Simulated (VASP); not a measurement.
# BeCd3Te4 (Cmmm) in VASP: notebook

The runs below take BeCd3Te4 through single point, relaxation of cell and atoms, with PBE.

Program: VASP 6.6.1. These are calculated values, not measurements. Logs are shortened: lines on timing, memory, paths and dates and some standing lists are left out, and cuts for length are marked.

### Step 1. The cell of the first run

Symmetry: Cmmm, No. 65, orthorhombic system. The conventional cell has a = 8.525 Å, b = 11.937 Å, c = 4.163 Å, α = 90.00°, β = 90.00°, γ = 90.00°. Within 3.7 Å of Be (site symmetry mmm) lie 6 Te at 2.79 to 2.80 Å. Cd (site symmetry 2/m) has 6 Te at 2.99 to 3.00 Å within 3.9 Å. Cd (site symmetry mmm) has 6 Te at 3.17 Å and 10 Cd at 4.16 to 4.22 Å and 2 Be at 4.26 Å within 4.3 Å. Te (site symmetry m2m) has 1 Be at 2.79 Å and 5 Cd at 2.99 to 3.17 Å within 3.7 Å. Te (site symmetry 2mm) has 2 Be at 2.80 Å and 4 Cd at 3.00 to 3.17 Å and 1 Te at 3.75 Å within 3.8 Å.

The cell was built from a structure type or drawn by symmetry, and may not be a known phase.

### Step 2. Single point, PBE

The input, INCAR:

```
PREC = Accurate
ENCUT = 520
EDIFF = 1E-6
ISMEAR = 0
SIGMA = 0.2
LREAL = False
LASPH = True
NELM = 80
ALGO = Normal
ISIF = 2
LWAVE = False
LCHARG = True
GGA = PE
LELF = True
LVHAR = True
NBANDS = 41
```

The input, KPOINTS:

```
Automatic mesh
0
Gamma
  3 3 4
```

The input, POSCAR:

```
BeCd3Te4
1.0
    4.2625110562     -5.9685871121      0.0000000000
    4.2625110562      5.9685871121      0.0000000000
    0.0000000000      0.0000000000      4.1631633218
Be Cd Te
1 3 4
Direct
    0.5000000000      0.5000000000      0.0000000000
    0.0000000000      0.5000000000      0.5000000000
    0.5000000000      0.0000000000      0.5000000000
    0.0000000000      0.0000000000      0.0000000000
    0.2659282498      0.7340717502      0.0000000000
    0.7201722694      0.7201722694      0.5000000000
    0.2798277306      0.2798277306      0.5000000000
    0.7340717502      0.2659282498      0.0000000000
```

Potentials or basis: VASP PAW PBE potentials, release 64 (Be, Cd, Te).

On the command line:

```sh
> cat potpaw_PBE.64/Be/POTCAR potpaw_PBE.64/Cd/POTCAR potpaw_PBE.64/Te/POTCAR > POTCAR
> mpirun -np 1 vasp_std > vasp.out
```

OUTCAR:

```text
PREC = Accurate
   ENCUT = 520
   EDIFF = 1E-6
   ISMEAR = 0
   LREAL = False
   LASPH = True
   NELM = 80
   ISIF = 2
   GGA = PE

 ion  position               nearest neighbor table
   1  0.500  0.500  0.000-   5 2.79   8 2.79   7 2.80   6 2.80   6 2.80   7 2.80
   2  0.000  0.500  0.500-   5 2.99   8 2.99   5 2.99   8 2.99   7 3.00   6 3.00
   3  0.500  0.000  0.500-   5 2.99   8 2.99   5 2.99   8 2.99   7 3.00   6 3.00
   4  0.000  0.000  0.000-   6 3.17   7 3.17   6 3.17   7 3.17   5 3.17   8 3.17
   5  0.266  0.734  0.000-   1 2.79   2 2.99   3 2.99   2 2.99   3 2.99   4 3.17
   6  0.720  0.720  0.500-   1 2.80   1 2.80   3 3.00   2 3.00   4 3.17   4 3.17
   7  0.280  0.280  0.500-   1 2.80   1 2.80   3 3.00   2 3.00   4 3.17   4 3.17
   8  0.734  0.266  0.000-   1 2.79   2 2.99   3 2.99   2 2.99   3 2.99   4 3.17

  LATTYP: Found a base centered orthorhombic cell.
 ALAT       =     8.5250221124
 B/A-ratio  =     1.4002514089
 C/A-ratio  =     0.4883463370

  Lattice vectors:

 A1 = (   4.2625110562,  -5.9685871121,   0.0000000000)
 A2 = (   4.2625110562,   5.9685871121,   0.0000000000)
 A3 = (   0.0000000000,   0.0000000000,   4.1631633218)

Analysis of symmetry for initial positions (statically):
=====================================================================
 Subroutine PRICEL returns:
 Original cell was already a primitive cell.

 Routine SETGRP: Setting up the symmetry group for a
 base centered orthorhombic supercell.

 Subroutine GETGRP returns: Found  8 space group operations
 (whereof  8 operations were pure point group operations)
 out of a pool of  8 trial point group operations.

The static configuration has the point symmetry D_2h.

Analysis of symmetry for dynamics (positions and initial velocities):
=====================================================================
 Subroutine PRICEL returns:
 Original cell was already a primitive cell.

 Routine SETGRP: Setting up the symmetry group for a
 base centered orthorhombic supercell.

 Subroutine GETGRP returns: Found  8 space group operations
 (whereof  8 operations were pure point group operations)
 out of a pool of  8 trial point group operations.

The dynamic configuration has the point symmetry D_2h.

 Subroutine INISYM returns: Found  8 space group operations
 (whereof  8 operations are pure point group operations),
[... 96 lines left out ...]
   LREAL  =      F    real-space projection
   EDIFFG = 0.1E-04   stopping-criterion for IOM
   NSW    =      0    number of steps for IOM
   IBRION =     -1    ionic relax: 0-MD 1-quasi-New 2-CG
   NFREE  =      0    steps in history (QN), initial steepest desc. (CG)
   ISIF   =      2    stress and relaxation
   ISYM   =      2    0-nonsym 1-usesym 2-fastsym
   POTIM  = 0.5000    time-step for ionic-motion
   TEBEG  =    0.0;   TEEND  =   0.0 temperature during run
   PSTRESS=    0.0 pullay stress
   NELECT =      62.0000    total number of electrons
   NUPDOWN=      -1.0000    fix difference up-down
   EMIN   =  10.00;   EMAX   =-10.00  energy-range for DOS
   EFERMI =   0.00;   METHOD = LEGACY
   ISMEAR =     0;   SIGMA  =   0.20  broadening in eV -4-tet -1-fermi 0-gaus
   EFERMI_NEDOS =   21; number of points for ismear=-14 and -15
   IALGO  =     38    algorithm
   IMIX   =      4    mixing-type and parameters
     AMIX     =   0.40;   BMIX     =  1.00
     AMIX_MAG =   1.60;   BMIX_MAG =  1.00
  volume/ion in A,a.u.               =      26.48       178.69
  Fermi-wavevector in a.u.,A,eV,Ry     =   1.086947  2.054033 16.074669  1.181455
  Thomas-Fermi vector in A             =   2.223096
   LORBIT       =      0    0 simple, 1 ext, 2 COOP (PROOUT), +10 PAW based schemes
   GGA     = PE    functional components
   LHFCALC =     F    Hartree Fock is set to
   AEXX    =    0.0000 exact exchange contribution
   IVDW    =     0    specifies the selected vdW correction
   LEPSILON=     F    determine dielectric tensor
   LRPA    =     F    only Hartree local field effects (RPA)
 non-spin polarized calculation
 Gauss-broadening in eV      SIGMA  =   0.20
  energy-cutoff  :      520.00
  volume of cell :      211.83
 maximum number of plane-waves:      5739
 NGX is ok and might be reduce to    54
   NGX = 27   NGY = 27   NGZ = 15

 number of electron      62.0000019 magnetization

 Free energy of the ion-electron system (eV)
  ---------------------------------------------------
  ext. energy  EPLUGINS =         0.00000000
  ---------------------------------------------------
  free energy    TOTEN  =       -19.50924621 eV

  energy without entropy =      -19.43155068  energy(sigma->0) =      -19.47039845

 E-fermi :   4.4779     XC(G=0):  -9.7161

 val. band max:        4.4743544190   @ k =   0.0000   0.0000   0.0000
 cond. band min:       4.5181955358   @ k =  -0.3333   0.3333   0.0000
 fundamental gap:      0.0438411168
 Fermi energy:         4.4778879642

 k-point     1 :       0.0000    0.0000    0.0000
  band No.  band energies     occupation
      1      -7.4803      2.00000
      2      -6.3087      2.00000
      3      -6.2970      2.00000
      4      -6.1191      2.00000
      5      -4.1462      2.00000
      6      -4.1362      2.00000
[... 517 lines left out ...]
     40       8.6569      0.00000
     41       9.0451      0.00000

------------------------ aborting loop because EDIFF is reached ----------------------------------------

  FORCE on cell =-STRESS in cart. coord.  units (eV):
  Direction    XX          YY          ZZ          XY          YZ          ZX
  --------------------------------------------------------------------------------------
  -------------------------------------------------------------------------------------
  Total        0.1659545      0.2362958      0.1599622      0.0000000      0.0000000      0.0000000
  in kB        1.2551887      1.7872122      1.2098662      0.0000000      0.0000000      0.0000000
  external PRESSURE =       1.4174224 kB  Pullay stress =       0.0000000 kB

 VOLUME and BASIS-vectors are now :
 -----------------------------------------------------------------------------
  energy-cutoff  :      520.00
  volume of cell :      211.83
      direct lattice vectors                 reciprocal lattice vectors
     4.262511056 -5.968587112  0.000000000     0.117301749 -0.083771920  0.000000000
     4.262511056  5.968587112  0.000000000     0.117301749  0.083771920  0.000000000
     0.000000000  0.000000000  4.163163322     0.000000000  0.000000000  0.240201962

 POSITION                                       TOTAL-FORCE (eV/Angst)
 -----------------------------------------------------------------------------------
      4.26251      0.00000      0.00000         0.000000     -0.000000      0.000000
      2.13126      2.98429      2.08158         0.000000      0.000000      0.000000
      2.13126     -2.98429      2.08158         0.000000     -0.000000      0.000000
      0.00000      0.00000      0.00000         0.000000      0.000000      0.000000
      4.26251      2.79416      0.00000         0.000000     -0.071041      0.000000
      6.13948      0.00000      2.08158        -0.003239      0.000000      0.000000
      2.38554      0.00000      2.08158         0.003239      0.000000      0.000000
      4.26251     -2.79416      0.00000         0.000000      0.071041     -0.000000
 -----------------------------------------------------------------------------------
    total drift:                               -0.000000      0.000000     -0.000000

  FREE ENERGIE OF THE ION-ELECTRON SYSTEM (eV)
  ---------------------------------------------------
  free  energy   TOTEN  =       -19.5092462104 eV

  energy  without entropy=      -19.4315506801  energy(sigma->0) =      -19.47039845
```

Wall time 3.5 min (1 thread of Intel Xeon 8259CL, shared host); peak memory 0.33 GiB.

Results:

```yaml
Free_energy: -19.5092 eV
Pressure: 0.1 GPa
Largest_force: 0.071 eV/Å
Band_gap_on_the_k_mesh: zero (bands 31 and 32 overlap by 0.28 eV)
```

Forces on the atoms (eV/Å):
```
Be   0.000  0.000  0.000
Cd   0.000  0.000  0.000
Cd   0.000  0.000  0.000
Cd   0.000  0.000  0.000
Te   0.000 -0.071  0.000
Te  -0.003  0.000  0.000
Te   0.003  0.000  0.000
Te   0.000  0.071  0.000
```

Levels at points of the mesh, in eV from the Fermi level:
```tsv
k point	band 29	band 30	band 31	band 32	band 33	band 34
(0.00, 0.00, 0.00)	-0.35	-0.16	0.00	0.13	0.65	2.52
(0.00, 0.00, 0.50)	-2.38	-0.30	-0.19	2.00	2.46	2.61
```

Caveat: the k points lie up to 0.38 Å⁻¹ apart; semilocal functionals underestimate gaps, so a narrow gap can read as zero; spin-orbit coupling is left out, which moves the levels of the heavy elements.

### Step 3. Relaxation of cell and atoms, PBE

This run uses another cell than the first one, of 27.11 Å³/atom.

The input, INCAR:

```
ALGO = Normal ; EDIFF = 1E-7
EDIFFG = -0.08 ; ENCUT = 600
GGA = PE ; IBRION = 2
ISIF = 3 ; ISMEAR = 0
LASPH = T ; LCHARG = F
LREAL = F ; LWAVE = F
NELM = 80 ; NSW = 36
PREC = Accurate ; SIGMA = 0.2
```

The input, KPOINTS:

```
k-points
0
Gamma
  3 3 4
```

The input, POSCAR:

```
BeCd3Te4
1.0
    4.2342833100     -6.0004221000      0.0000000000
    4.2342833100      6.0004221000      0.0000000000
    0.0000000000      0.0000000000      4.2679178800
Be Cd Te
1 3 4
Direct
    0.5000000000      0.5000000000      0.0000000000
    0.0000000000      0.5000000000      0.5000000000
    0.5000000000      0.0000000000      0.5000000000
    0.0000000000      0.0000000000      0.0000000000
    0.2444260000      0.7555740000      0.0000000000
    0.7599080200      0.7599080200      0.5000000000
    0.2400919800      0.2400919800      0.5000000000
    0.7555740000      0.2444260000      0.0000000000
```

Potentials or basis: VASP PAW PBE potentials, release 64 (Be, Cd, Te).

On the command line:

```sh
> cat potpaw_PBE.64/Be/POTCAR potpaw_PBE.64/Cd/POTCAR potpaw_PBE.64/Te/POTCAR > POTCAR
> mpirun -np 1 vasp_std > vasp.out
```

OUTCAR:

```text
EDIFF = 1E-7
   EDIFFG = -0.08
   ENCUT = 600
   GGA = PE
   IBRION = 2
   ISIF = 3
   ISMEAR = 0
   LASPH = T
   LREAL = F
   NELM = 80
   NSW = 36
   PREC = Accurate

 ion  position               nearest neighbor table
   1  0.500  0.500  0.000-
   2  0.000  0.500  0.500-   6 3.00   7 3.00   5 3.01   8 3.01   5 3.01   8 3.01
   3  0.500  0.000  0.500-   6 3.00   7 3.00   5 3.01   8 3.01   5 3.01   8 3.01
   4  0.000  0.000  0.000-   5 2.93   8 2.93   7 2.95   6 2.95   6 2.95   7 2.95
   5  0.244  0.756  0.000-   4 2.93   3 3.01   2 3.01   2 3.01   3 3.01
   6  0.760  0.760  0.500-   4 2.95   4 2.95   2 3.00   3 3.00
   7  0.240  0.240  0.500-   4 2.95   4 2.95   2 3.00   3 3.00
   8  0.756  0.244  0.000-   4 2.93   3 3.01   2 3.01   2 3.01   3 3.01

  LATTYP: Found a base centered orthorhombic cell.
 ALAT       =     8.4685666200
 B/A-ratio  =     1.4171045395
 C/A-ratio  =     0.5039716957

  Lattice vectors:

 A1 = (   4.2342833100,  -6.0004221000,   0.0000000000)
 A2 = (   4.2342833100,   6.0004221000,   0.0000000000)
 A3 = (   0.0000000000,   0.0000000000,   4.2679178800)

Analysis of symmetry for initial positions (statically):
=====================================================================
 Subroutine PRICEL returns:
 Original cell was already a primitive cell.

 Routine SETGRP: Setting up the symmetry group for a
 base centered orthorhombic supercell.

 Subroutine GETGRP returns: Found  8 space group operations
 (whereof  8 operations were pure point group operations)
 out of a pool of  8 trial point group operations.

The static configuration has the point symmetry D_2h.

Analysis of symmetry for dynamics (positions and initial velocities):
=====================================================================
 Subroutine PRICEL returns:
 Original cell was already a primitive cell.

 Routine SETGRP: Setting up the symmetry group for a
 base centered orthorhombic supercell.

 Subroutine GETGRP returns: Found  8 space group operations
 (whereof  8 operations were pure point group operations)
 out of a pool of  8 trial point group operations.

[... 110 lines left out ...]
   NELECT =      62.0000    total number of electrons
   NUPDOWN=      -1.0000    fix difference up-down
   EMIN   =  10.00;   EMAX   =-10.00  energy-range for DOS
   EFERMI =   0.00;   METHOD = LEGACY
   ISMEAR =     0;   SIGMA  =   0.20  broadening in eV -4-tet -1-fermi 0-gaus
   EFERMI_NEDOS =   21; number of points for ismear=-14 and -15
   IALGO  =     38    algorithm
   IMIX   =      4    mixing-type and parameters
     AMIX     =   0.40;   BMIX     =  1.00
     AMIX_MAG =   1.60;   BMIX_MAG =  1.00
  volume/ion in A,a.u.               =      27.11       182.94
  Fermi-wavevector in a.u.,A,eV,Ry     =   1.078457  2.037988 15.824519  1.163069
  Thomas-Fermi vector in A             =   2.214396
   LORBIT       =      0    0 simple, 1 ext, 2 COOP (PROOUT), +10 PAW based schemes
   GGA     = PE    functional components
   LHFCALC =     F    Hartree Fock is set to
   AEXX    =    0.0000 exact exchange contribution
   IVDW    =     0    specifies the selected vdW correction
   LEPSILON=     F    determine dielectric tensor
   LRPA    =     F    only Hartree local field effects (RPA)
 conjugate gradient relaxation of ions
 non-spin polarized calculation
 Gauss-broadening in eV      SIGMA  =   0.20
  energy-cutoff  :      600.00
  volume of cell :      216.87
 maximum number of plane-waves:      7263
 NGX is ok and might be reduce to    60
   NGX = 29   NGY = 29   NGZ = 17

--------------------------------------- Ionic step        1  -------------------------------------------

 number of electron      61.9999997 magnetization

 Free energy of the ion-electron system (eV)
  ---------------------------------------------------
  ext. energy  EPLUGINS =         0.00000000
  ---------------------------------------------------
  free energy    TOTEN  =       -18.73352411 eV

  energy without entropy =      -18.63297370  energy(sigma->0) =      -18.68324890

------------------------ aborting loop because EDIFF is reached ----------------------------------------

  FORCE on cell =-STRESS in cart. coord.  units (eV):
  Direction    XX          YY          ZZ          XY          YZ          ZX
  --------------------------------------------------------------------------------------
  -------------------------------------------------------------------------------------
  Total        0.3390801      0.8990138      0.3066662     -0.0000000      0.0000000      0.0000000
  in kB        2.5049849      6.6415461      2.2655240     -0.0000000      0.0000000      0.0000000
  external PRESSURE =       3.8040184 kB  Pullay stress =       0.0000000 kB
[... 197 lines left out ...]
--------------------------------------- Ionic step        6  -------------------------------------------

 number of electron      62.0000005 magnetization

 Free energy of the ion-electron system (eV)
  ---------------------------------------------------
  ext. energy  EPLUGINS =         0.00000000
  ---------------------------------------------------
  free energy    TOTEN  =       -19.50447031 eV

  energy without entropy =      -19.42546600  energy(sigma->0) =      -19.46496816

 E-fermi :   4.4672     XC(G=0):  -9.7111

 val. band max:        4.4458621468   @ k =   0.0000   0.0000   0.0000
 cond. band min:       4.4800969212   @ k =  -0.3333   0.3333   0.0000
 fundamental gap:      0.0342347745
 Fermi energy:         4.4672145062

 k-point     1 :       0.0000    0.0000    0.0000
  band No.  band energies     occupation
      1      -7.4871      2.00000
      2      -6.3218      2.00000
      3      -6.2917      2.00000
      4      -6.1010      2.00000
      5      -4.1585      2.00000
      6      -4.1474      2.00000
[... 504 lines left out ...]
  FREE ENERGIE OF THE ION-ELECTRON SYSTEM (eV)
  ---------------------------------------------------
  free  energy   TOTEN  =       -19.5044703105 eV

  energy  without entropy=      -19.4254660035  energy(sigma->0) =      -19.46496816

 reached required accuracy - stopping structural energy minimisation
```

CONTCAR:

```text
BeCd3Te4
   1.00000000000000
     4.2173519057044642   -5.9973902665652847    0.0000000000000000
     4.2173519057044642    5.9973902665652847    0.0000000000000000
     0.0000000000000000    0.0000000000000000    4.1916654957302182
  Be              Cd              Te
     1     3     4
Direct
     0.5000000000000000    0.5000000000000000    1.0000000000000000
     0.0000000000000000    0.5000000000000000    0.5000000000000000
     0.5000000000000000    0.0000000000000000    0.5000000000000000
     0.0000000000000000    0.0000000000000000    1.0000000000000000
     0.2650033479556996    0.7349966520443005    1.0000000000000000
     0.7189065949643108    0.7189065949643108    0.5000000000000000
     0.2810934050356892    0.2810934050356892    0.5000000000000000
     0.7349966520443005    0.2650033479556996    0.0000000000000000

  0.00000000E+00  0.00000000E+00  0.00000000E+00
  0.00000000E+00  0.00000000E+00  0.00000000E+00
  0.00000000E+00  0.00000000E+00  0.00000000E+00
  0.00000000E+00  0.00000000E+00  0.00000000E+00
  0.00000000E+00  0.00000000E+00  0.00000000E+00
  0.00000000E+00  0.00000000E+00  0.00000000E+00
  0.00000000E+00  0.00000000E+00  0.00000000E+00
  0.00000000E+00  0.00000000E+00  0.00000000E+00
```

Wall time 13 min (1 thread of Intel Xeon 8259CL, shared host); peak memory 0.41 GiB.

What came out:

```yaml
Free_energy: -19.5045 eV
Relaxed_volume: 26.51 Å³/atom
Relaxed_cell: a = 7.332 Å, b = 7.332 Å, c = 4.192 Å, α = 90.00°, β = 90.00°, γ = 109.77°
Space_group_after_relaxing_to_0.1_Å: Cmmm (No. 65)
Energy_gained_by_relaxing: 96.4 meV/atom
Ionic_steps: 6
Pressure_after_relaxing: 0.1 GPa
Largest_force_after_relaxing: 0.049 eV/Å
Band_gap_on_the_k_mesh: zero (bands 31 and 32 overlap by 0.20 eV)
```

Forces on the atoms (eV/Å):
```
Be   0.000  0.000  0.000
Cd   0.000  0.000  0.000
Cd   0.000  0.000  0.000
Cd   0.000  0.000  0.000
Te   0.000 -0.049  0.000
Te   0.008  0.000  0.000
Te  -0.008  0.000  0.000
Te   0.000  0.049  0.000
```

Step by step:
```tsv
step	energy change (eV)	largest force (eV/Å)	pressure (GPa)	volume (Å³)
1	0.0000	1.4561	0.38	216.87
2	-0.2683	1.1146	-0.63	218.90
3	-0.6268	0.2660	-2.53	225.04
4	-0.7632	0.0349	0.55	210.22
5	-0.7661	0.0587	0.12	211.95
6	-0.7709	0.0494	0.09	212.04
```

Final structure:
```
Be Cd Te
1.0
     4.21735   -5.99739    0.00000
     4.21735    5.99739    0.00000
     0.00000    0.00000    4.19167
Be Cd Te
1 3 4
Cartesian
  4.2174 0.0000 4.1917
  2.1087 2.9987 2.0958
  2.1087 -2.9987 2.0958
  0.0000 0.0000 4.1917
  4.2174 2.8187 4.1917
  6.0638 0.0000 2.0958
  2.3709 0.0000 2.0958
  4.2174 -2.8187 0.0000
```

Caveat: the k points lie up to 0.37 Å⁻¹ apart in the final cell; semilocal functionals underestimate gaps, so a narrow gap can read as zero; spin-orbit coupling is left out, which moves the levels of the heavy elements; the relaxation stopped at a loose force limit of 0.08 eV/Å, so its end isn't a converged minimum.
